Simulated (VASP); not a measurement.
Write the native input for VASP 6.6.1 that does the following.

| Quantity | Value |
| --- | --- |
| Task | single point |
| Functional | PBEsol |
| Potentials or basis | VASP PAW PBE potentials, release 64 (Ta_pv, N) |
| Cutoff | 520 eV |
| k mesh | 24 × 24 × 18 |
| Occupations | gaussian, width 0.1 eV |
| Spin | no spin polarisation |
| Dipole correction | no |
| Further INCAR settings | ALGO = Normal; EDIFF = 1e-07; NBANDS = 15 |

The structure of TaN lies in POSCAR:

```
TaN
1.0
    2.8801292091      0.0000000000      0.0000000000
   -1.4400646045      2.4942650612      0.0000000000
    0.0000000000      0.0000000000      2.8876203579
Ta N
1 1
Direct
    0.3333333333      0.6666666667      0.5000000000
    0.0000000000      0.0000000000      0.0000000000
```

This cell differs from its parent crystal: biaxial strain in the a-b plane: -1.5 %, then relaxed in part.

One way to write it, as run:

INCAR

```
SYSTEM = TaN
  PREC = Accurate
  ENCUT = 520
  EDIFF = 1E-7
  ISMEAR = 0
  SIGMA = 0.1
  LREAL = .False.
  LASPH = .True.
  NELM = 100
  ALGO = Normal
  ISIF = 2
  LWAVE = .False.
  LCHARG = .False.
  GGA = PS
  NBANDS = 15
```

KPOINTS

```
regular mesh
0
Gamma
  24 24 18
  0 0 0
```

Potentials or basis: VASP PAW PBE potentials, release 64 (Ta_pv, N).

Command:

```sh
$ cat potpaw_PBE.64/Ta_pv/POTCAR potpaw_PBE.64/N/POTCAR > POTCAR
$ mpirun -np 1 vasp_std > vasp.out
```

It gave:

- Pressure: 9.8 GPa
- Band gap on the k mesh: zero (bands 8 and 9 overlap by 0.37 eV)

Caveat: the cell differs from its parent crystal (biaxial strain in the a-b plane: -1.5 %, then relaxed in part); the cell stands under pressure; the PAW data sets were made with another functional, which shifts forces and pressure a little; spin-orbit coupling is left out, which moves the levels of the heavy elements.

Run time: 96 s on 1 thread of AMD EPYC 9R45 96-Core Processor (Zen 5), with other jobs on the host, peak memory 0.27 GiB.
